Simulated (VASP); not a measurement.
Set up this calculation in VASP 6.6.1, as the native input.

```yaml
Task: single point
Functional: PBEsol
Potentials_or_basis: VASP PAW PBE potentials, release 64 (Ta_pv, N)
Cutoff: 520 eV
k_mesh: 4 × 4 × 6
Occupations: gaussian, width 0.05 eV
Spin: collinear spin, zero start
Starting_moments: "[0.0, 0.0, 0.0, 0.0, 0.0, 0.0] μB"
Hubbard_terms: Ta d U = 2.0 eV, J = 0.9 eV
Dipole_correction: no
LDAUTYPE: 1
Hund's_J: 0.9
Further_INCAR_settings: ALGO = Normal; EDIFF = 1e-07; NBANDS = 37
```

The structure of TaN lies in POSCAR:

```
TaN
1.0
    5.1960001500      0.0000000000      0.0000000000
   -2.5980000800      4.4998681300      0.0000000000
    0.0000000000      0.0000000000      2.9109996000
Ta N
3 3
Direct
    0.3333333333      0.6666666667      0.5000000000
    0.6666666667      0.3333333333      0.5000000000
    0.0000000000      0.0000000000      0.0000000000
    0.3928500000      0.0000000000      0.0000000000
    0.6071500000      0.6071500000      0.0000000000
    0.0000000000      0.3928500000      0.0000000000
```

These files were run (other wordings do the same):

INCAR

```
PREC = Accurate ; ENCUT = 520
EDIFF = 1E-7 ; ISMEAR = 0
SIGMA = 0.05 ; LREAL = F
LASPH = T ; NELM = 150
ALGO = Normal ; ISIF = 2
LWAVE = F ; LCHARG = T
ISPIN = 2 ; MAGMOM = 0 0 0 0 0 0
LORBIT = 11 ; LMAXMIX = 4
LDAU = T ; LDAUTYPE = 1
LDAUL = 2 -1 ; LDAUU = 2 0
LDAUJ = 0.9 0 ; LDAUPRINT = 1
GGA = PS ; LELF = T
LVHAR = T ; NBANDS = 37
```

KPOINTS

```
regular mesh
0
Gamma
  4 4 6
```

Potentials or basis: VASP PAW PBE potentials, release 64 (Ta_pv, N).

The run is started by

```bash
$ cat potpaw_PBE.64/Ta_pv/POTCAR potpaw_PBE.64/N/POTCAR > POTCAR
$ mpirun -np 1 vasp_std > vasp.out
```

Results of the run:

```
Pressure                                              : 0.4 GPa
Largest force                                         : 0.080 eV/Å
Band gap on the k mesh                                : zero (filled and empty bands overlap)
Net moment                                            : 0.00 μB per cell
Valence electrons inside the program's atomic spheres : Ta 8.92, 8.95 (each value once); N 3.79
```

Caveat: the PAW data sets were made with another functional, which shifts forces and pressure a little; spin-orbit coupling is left out, which moves the levels of the heavy elements.

Wall time 2.9 min on 1 thread of Intel Xeon 8259CL, with other jobs on the host, peak memory 0.25 GiB.
